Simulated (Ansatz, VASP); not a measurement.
# Two plane-wave programs on Ti

```
Ti
1.0
    -1.67382    1.67382    1.64100
     1.67382   -1.67382    1.64100
     1.60818    1.60818   -1.64100
Ti
1
Direct
  0.00000 0.00000 0.00000
```

Alike in both runs: functional PBEsol; k mesh 10 × 10 × 10; occupations fermi-dirac, width 0.05 eV; no spin polarisation.

|  | VASP | Ansatz |
| --- | --- | --- |
| version | VASP 6.6.1 | Ansatz 0.2.0 |
| potentials or method | VASP PAW PBE potentials, release 64 (Ti_sv) | Ansatz PAW |
| plane-wave cutoff (eV) | 500 | 420 |
| valence electrons in the cell | 12 | 12 |
| task | single point | band structure |

```tsv
	VASP	Ansatz	Ansatz less VASP
gap on the k mesh at the Fermi level (eV)	none	none	-
pressure (GPa)	-6.9	-6.7	+0.21
traceless stress, the component that is largest in VASP (GPa)	1.51	1.53	+0.015
```

VASP's potentials were made for PBE, not for PBEsol. A gap of «none» marks a metal or a gap that the smearing closes.
